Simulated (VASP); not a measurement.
# RbCd (Pm-3m) in VASP: further runs, part 2 of 3

VASP 6.6.1. Earlier steps stand in the parts before.

## Step 3: Single point, PBE

This run uses another cell than the first one, of 47.34 Å³/atom.

File INCAR:

```
SYSTEM = RbCd
  PREC = Accurate
  ENCUT = 520
  EDIFF = 1E-6
  ISMEAR = 0
  SIGMA = 0.1
  LREAL = .FALSE.
  LASPH = .TRUE.
  NELM = 80
  ALGO = Fast
  ISIF = 2
  LWAVE = .FALSE.
  LCHARG = .FALSE.
  GGA = PE
  NBANDS = 18
```

File KPOINTS:

```
Automatic mesh
0
G
  12 12 12
  0 0 0
```

File POSCAR:

```
RbCd
1.0
    4.5577320833      0.0000000000      0.0000000000
    0.0000000000      4.5577320833      0.0000000000
    0.0000000000      0.0000000000      4.5577320833
Rb Cd
1 1
Direct
    0.0000000000      0.0000000000      0.0000000000
    0.5000000000      0.5000000000      0.5000000000
```

Potentials or basis: VASP PAW PBE potentials, release 64 (Rb_sv, Cd).

Command:

```console
$ cat potpaw_PBE.64/Rb_sv/POTCAR potpaw_PBE.64/Cd/POTCAR > POTCAR
$ mpirun -np 1 vasp_std > vasp.out
```

OUTCAR:

```text
SYSTEM = RbCd
   PREC = Accurate
   ENCUT = 520
   EDIFF = 1E-6
   ISMEAR = 0
   LREAL = .FALSE.
   LASPH = .TRUE.
   NELM = 80
   ISIF = 2
   GGA = PE

 ion  position               nearest neighbor table
   1  0.000  0.000  0.000-   2 3.95   2 3.95   2 3.95   2 3.95   2 3.95   2 3.95   2 3.95   2 3.95

   2  0.500  0.500  0.500-   1 3.95   1 3.95   1 3.95   1 3.95   1 3.95   1 3.95   1 3.95   1 3.95

  LATTYP: Found a simple cubic cell.
 ALAT       =     4.5577320833

  Lattice vectors:

 A1 = (   4.5577320833,   0.0000000000,   0.0000000000)
 A2 = (   0.0000000000,   4.5577320833,   0.0000000000)
 A3 = (   0.0000000000,   0.0000000000,   4.5577320833)

Analysis of symmetry for initial positions (statically):
=====================================================================
 Subroutine PRICEL returns:
 Original cell was already a primitive cell.

 Routine SETGRP: Setting up the symmetry group for a
 simple cubic supercell.

 Subroutine GETGRP returns: Found 48 space group operations
 (whereof 48 operations were pure point group operations)
 out of a pool of 48 trial point group operations.

The static configuration has the point symmetry O_h .

Analysis of symmetry for dynamics (positions and initial velocities):
=====================================================================
 Subroutine PRICEL returns:
 Original cell was already a primitive cell.

 Routine SETGRP: Setting up the symmetry group for a
 simple cubic supercell.

 Subroutine GETGRP returns: Found 48 space group operations
 (whereof 48 operations were pure point group operations)
 out of a pool of 48 trial point group operations.

The dynamic configuration has the point symmetry O_h .

 Subroutine INISYM returns: Found 48 space group operations
 (whereof 48 operations are pure point group operations),
 and found     1 'primitive' translations

----------------------------------------------------------------------------------------

                                     Primitive cell

  volume of cell :      94.6774

  direct lattice vectors                    reciprocal lattice vectors
     4.557732083  0.000000000  0.000000000     0.219407368  0.000000000  0.000000000
     0.000000000  4.557732083  0.000000000     0.000000000  0.219407368  0.000000000
     0.000000000  0.000000000  4.557732083     0.000000000  0.000000000  0.219407368

  length of vectors
     4.557732083  4.557732083  4.557732083     0.219407368  0.219407368  0.219407368

  position of ions in fractional coordinates (direct lattice)
     0.000000000  0.000000000  0.000000000
     0.500000000  0.500000000  0.500000000

  ion indices of the primitive-cell ions
   primitive index   ion index
                 1           1
                 2           2

----------------------------------------------------------------------------------------

 KPOINTS: Automatic mesh

Automatic generation of k-mesh.
 Grid dimensions read from file:
 generate k-points for:   12   12   12

 Generating k-lattice:

  Cartesian coordinates                     Fractional coordinates (reciprocal lattice)
     0.018283947  0.000000000  0.000000000     0.083333333  0.000000000  0.000000000
     0.000000000  0.018283947  0.000000000     0.000000000  0.083333333  0.000000000
     0.000000000  0.000000000  0.018283947     0.000000000  0.000000000  0.083333333

  Length of vectors
     0.018283947  0.018283947  0.018283947

  Shift w.r.t. Gamma in fractional coordinates (k-lattice)
     0.000000000  0.000000000  0.000000000

 Subroutine IBZKPT returns following result:
 ===========================================

 Found     84 irreducible k-points:

 Following reciprocal coordinates:
            Coordinates               Weight
  0.000000  0.000000  0.000000      1.000000
  0.083333  0.000000  0.000000      6.000000
  0.166667  0.000000  0.000000      6.000000
  0.250000  0.000000  0.000000      6.000000
  0.333333  0.000000  0.000000      6.000000
  0.416667  0.000000  0.000000      6.000000
[... 16 lines left out ...]
  0.333333  0.333333  0.000000     12.000000
  0.416667  0.333333  0.000000     24.000000
 [... further k-points ...]
   k-points           NKPTS =     84   k-points in BZ     NKDIM =     84   number of bands    NBANDS=     18
   number of dos      NEDOS =    301   number of ions     NIONS =      2
   total plane-waves  NPLWV =  46656
   dimension x,y,z NGX =    36 NGY =   36 NGZ =   36
   dimension x,y,z NGXF=    72 NGYF=   72 NGZF=   72
   ions per type =               1   1
   NGX,Y,Z   is equivalent  to a cutoff of  13.13, 13.13, 13.13 a.u.
   NGXF,Y,Z  is equivalent  to a cutoff of  26.26, 26.26, 26.26 a.u.
 SYSTEM =  RbCd
   PREC   = accura    normal or accurate (medium, high low for compatibility)
   ISTART =      0    job   : 0-new  1-cont  2-samecut
   ICHARG =      2    charge: 1-file 2-atom 10-const
   ISPIN  =      1    spin polarized calculation?
   LNONCOLLINEAR =      F non collinear calculations
   LSORBIT =      F    spin-orbit coupling
   LASPH  =      T    aspherical Exc in radial PAW
   ENCUT  =  520.0 eV  38.22 Ry    6.18 a.u.   8.47  8.47  8.47*2*pi/ulx,y,z
   NELM   =     80;   NELMIN=  2; NELMDL= -5     # of ELM steps
   EDIFF  = 0.1E-05   stopping-criterion for ELM
   LREAL  =      F    real-space projection
[... 7 lines left out ...]
   TEBEG  =    0.0;   TEEND  =   0.0 temperature during run
   PSTRESS=    0.0 pullay stress
   NELECT =      21.0000    total number of electrons
   NUPDOWN=      -1.0000    fix difference up-down
   EMIN   =  10.00;   EMAX   =-10.00  energy-range for DOS
   EFERMI =   0.00;   METHOD = LEGACY
   ISMEAR =     0;   SIGMA  =   0.10  broadening in eV -4-tet -1-fermi 0-gaus
   EFERMI_NEDOS =   21; number of points for ismear=-14 and -15
   IALGO  =     68    algorithm
   IMIX   =      4    mixing-type and parameters
     AMIX     =   0.40;   BMIX     =  1.00
     AMIX_MAG =   1.60;   BMIX_MAG =  1.00
  volume/ion in A,a.u.               =      47.34       319.46
  Fermi-wavevector in a.u.,A,eV,Ry     =   0.990982  1.872685 13.361540  0.982045
  Thomas-Fermi vector in A             =   2.122691
   LORBIT       =      0    0 simple, 1 ext, 2 COOP (PROOUT), +10 PAW based schemes
   GGA     = PE    functional components
   LHFCALC =     F    Hartree Fock is set to
   AEXX    =    0.0000 exact exchange contribution
   IVDW    =     0    specifies the selected vdW correction
   LEPSILON=     F    determine dielectric tensor
   LRPA    =     F    only Hartree local field effects (RPA)
 non-spin polarized calculation
 RMM-DIIS sequential band-by-band and
 Gauss-broadening in eV      SIGMA  =   0.10
  energy-cutoff  :      520.00
  volume of cell :       94.68
 maximum number of plane-waves:      2567
 NGX is ok and might be reduce to    36
   NGX = 17   NGY = 17   NGZ = 17

 number of electron      20.9999992 magnetization

 Free energy of the ion-electron system (eV)
  ---------------------------------------------------
  ext. energy  EPLUGINS =         0.00000000
  ---------------------------------------------------
  free energy    TOTEN  =        -1.62803200 eV

  energy without entropy =       -1.61949613  energy(sigma->0) =       -1.62376407

 E-fermi :   0.7866     XC(G=0):  -7.3232

 val. band max:        0.7581707055   @ k =   0.3333   0.2500   0.0833
 cond. band min:       0.8180759935   @ k =   0.5000   0.3333   0.3333
 fundamental gap:      0.0599052880
 Fermi energy:         0.7865777166

 k-point     1 :       0.0000    0.0000    0.0000
  band No.  band energies     occupation
      1     -27.4974      2.00000
      2     -11.5525      2.00000
      3     -11.5525      2.00000
      4     -11.5525      2.00000
      5      -8.1504      2.00000
      6      -8.1504      2.00000
[... 10 lines left out ...]
     17       7.0795      0.00000
     18       7.0795      0.00000

 k-point     2 :       0.0833    0.0000    0.0000
  band No.  band energies     occupation
      1     -27.4970      2.00000
      2     -11.5638      2.00000
      3     -11.5518      2.00000
      4     -11.5518      2.00000
      5      -8.1500      2.00000
      6      -8.1465      2.00000
[... 10 lines left out ...]
     17       7.0971      0.00000
     18       7.1024      0.00000
[... 442 lines left out ...]
 k-point    24 :       0.4167    0.3333    0.0000
  band No.  band energies     occupation
      1     -27.4880      2.00000
      2     -11.6820      2.00000
      3     -11.6502      2.00000
      4     -11.5294      2.00000
      5      -8.1361      2.00000
      6      -8.1254      2.00000
[... 10 lines left out ...]
     17       6.9263      0.00000
     18       6.9746      0.00000

 [... further k-points ...]
[... 5 lines left out ...]
  --------------------------------------------------------------------------------------
  -------------------------------------------------------------------------------------
  Total        0.0105189      0.0105189      0.0105189      0.0000000      0.0000000      0.0000000
  in kB        0.1780061      0.1780061      0.1780061      0.0000000      0.0000000      0.0000000
  external PRESSURE =       0.1780061 kB  Pullay stress =       0.0000000 kB

 VOLUME and BASIS-vectors are now :
 -----------------------------------------------------------------------------
  energy-cutoff  :      520.00
  volume of cell :       94.68
      direct lattice vectors                 reciprocal lattice vectors
     4.557732083  0.000000000  0.000000000     0.219407368  0.000000000  0.000000000
     0.000000000  4.557732083  0.000000000     0.000000000  0.219407368  0.000000000
     0.000000000  0.000000000  4.557732083     0.000000000  0.000000000  0.219407368

 POSITION                                       TOTAL-FORCE (eV/Angst)
 -----------------------------------------------------------------------------------
      0.00000      0.00000      0.00000         0.000000      0.000000      0.000000
      2.27887      2.27887      2.27887         0.000000      0.000000      0.000000
 -----------------------------------------------------------------------------------
    total drift:                                0.000000      0.000000      0.000000

  FREE ENERGIE OF THE ION-ELECTRON SYSTEM (eV)
  ---------------------------------------------------
  free  energy   TOTEN  =        -1.6280320036 eV

  energy  without entropy=       -1.6194961315  energy(sigma->0) =       -1.62376407
```

stdout:

```text
POSCAR found type information on POSCAR RbCd
 POSCAR found :  2 types and       2 ions
 scaLAPACK will be used
 LDA part: xc-table for (Slater+PW92), standard interpolation
 POSCAR, INCAR and KPOINTS ok, starting setup
 FFT: planning ... GRIDC
 FFT: planning ... GRID_SOFT
 FFT: planning ... GRID
 WAVECAR not read
 entering main loop
```

It took 3.1 min on 1 thread of Oxide Virtual Turin-like, shared host; peak memory 0.27 GiB.

What came out:

* Free energy: -1.6280 eV
* Pressure: 0.0 GPa
* Band gap on the k mesh: zero (an odd number of electrons rules out a gap without spin polarisation)

## Step 4: Single point, r2SCAN

This run uses another cell than the first one, of 47.34 Å³/atom.

POSCAR is that of step 3.

File INCAR.step1:

```
SYSTEM = RbCd
PREC = Accurate
ENCUT = 520
ISMEAR = 0
SIGMA = 0.1
LREAL = .False.
LASPH = .True.
NELM = 60
NBANDS = 18
GGA = PE
ALGO = Normal
EDIFF = 1E-4
LWAVE = .True.
LCHARG = .False.
```

File INCAR.step2:

```
SYSTEM = RbCd
PREC = Accurate
ENCUT = 520
EDIFF = 1E-6
ISMEAR = 0
SIGMA = 0.1
LREAL = .False.
LASPH = .True.
NELM = 60
ALGO = Normal
ISIF = 2
LWAVE = .False.
LCHARG = .False.
METAGGA = R2SCAN
LMIXTAU = .True.
NBANDS = 18
ISTART = 1
```

File KPOINTS:

```
Automatic mesh
0
Gamma
  12 12 12
  0 0 0
```

Potentials or basis: VASP PAW PBE potentials, release 64 (Rb_sv, Cd).

Command:

```console
$ cat potpaw_PBE.64/Rb_sv/POTCAR potpaw_PBE.64/Cd/POTCAR > POTCAR
$ cp INCAR.step1 INCAR
$ mpirun -np 1 vasp_std > vasp.out
$ cp INCAR.step2 INCAR
$ mpirun -np 1 vasp_std > vasp.out
```

OUTCAR:

```text
SYSTEM = RbCd
   PREC = Accurate
   ENCUT = 520
   EDIFF = 1E-6
   ISMEAR = 0
   LREAL = .False.
   LASPH = .True.
   NELM = 60
   ISIF = 2
   METAGGA = R2SCAN
   ISTART = 1

 ion  position               nearest neighbor table
   1  0.000  0.000  0.000-   2 3.95   2 3.95   2 3.95   2 3.95   2 3.95   2 3.95   2 3.95   2 3.95

   2  0.500  0.500  0.500-   1 3.95   1 3.95   1 3.95   1 3.95   1 3.95   1 3.95   1 3.95   1 3.95

  LATTYP: Found a simple cubic cell.
 ALAT       =     4.5577320833

  Lattice vectors:

 A1 = (   4.5577320833,   0.0000000000,   0.0000000000)
[... 192 lines left out ...]
      6      -8.5770      2.00000
[... 481 lines left out ...]
      5      -8.5608      2.00000
      6      -8.5501      2.00000
[... 10 lines left out ...]
     17       7.2596      0.00000
     18       7.4047      0.00000

 [... further k-points ...]
[... 5 lines left out ...]
  --------------------------------------------------------------------------------------
  -------------------------------------------------------------------------------------
  Total       -0.2307254     -0.2307254     -0.2307254     -0.0000000     -0.0000000      0.0000000
  in kB       -3.9044480     -3.9044480     -3.9044480     -0.0000000     -0.0000000      0.0000000
  external PRESSURE =      -3.9044480 kB  Pullay stress =       0.0000000 kB

 VOLUME and BASIS-vectors are now :
 -----------------------------------------------------------------------------
  energy-cutoff  :      520.00
  volume of cell :       94.68
      direct lattice vectors                 reciprocal lattice vectors
     4.557732083  0.000000000  0.000000000     0.219407368  0.000000000  0.000000000
     0.000000000  4.557732083  0.000000000     0.000000000  0.219407368  0.000000000
     0.000000000  0.000000000  4.557732083     0.000000000  0.000000000  0.219407368

 POSITION                                       TOTAL-FORCE (eV/Angst)
 -----------------------------------------------------------------------------------
      0.00000      0.00000      0.00000         0.000000      0.000000      0.000000
      2.27887      2.27887      2.27887         0.000000      0.000000      0.000000
 -----------------------------------------------------------------------------------
    total drift:                                0.000000      0.000000      0.000000

  FREE ENERGIE OF THE ION-ELECTRON SYSTEM (eV)
  ---------------------------------------------------
  free  energy   TOTEN  =       -33.8513469769 eV

  energy  without entropy=      -33.8409806952  energy(sigma->0) =      -33.84616384
```

OSZICAR.step1:

```text
N       E                     dE             d eps       ncg     rms          rms(c)
DAV:   1     0.122560344500E+03    0.12256E+03   -0.92589E+03  3024   0.990E+02
DAV:   2     0.431148458534E+01   -0.11825E+03   -0.11443E+03  3292   0.239E+02
DAV:   3    -0.147767748637E+01   -0.57892E+01   -0.57567E+01  4038   0.510E+01
DAV:   4    -0.164146974485E+01   -0.16379E+00   -0.16361E+00  4166   0.586E+00
DAV:   5    -0.164345401727E+01   -0.19843E-02   -0.19825E-02  4036   0.613E-01    0.228E+00
DAV:   6    -0.162709918083E+01    0.16355E-01   -0.59606E-02  3418   0.173E+00    0.134E+00
DAV:   7    -0.162736222164E+01   -0.26304E-03   -0.63799E-03  3384   0.498E-01    0.551E-01
DAV:   8    -0.162794744137E+01   -0.58522E-03   -0.10488E-03  3574   0.282E-01    0.383E-02
DAV:   9    -0.162802669316E+01   -0.79252E-04   -0.84674E-05  2806   0.521E-02
   1 F= -.16280267E+01 E0= -.16237625E+01  d E =-.852839E-02
```

Run time: 12 min. Hardware: 1 thread of Oxide Virtual Turin-like, shared host; peak memory 0.28 GiB.

Results:

* Free energy: -33.8513 eV
* Pressure: -0.4 GPa
* Band gap on the k mesh: zero (an odd number of electrons rules out a gap without spin polarisation)

Caveat: the PAW data sets were made with another functional, which shifts forces and pressure a little.

(Continued in part 3 of 3.)

The gap in the log of VASP goes by the Fermi energy; the results here count the filled bands.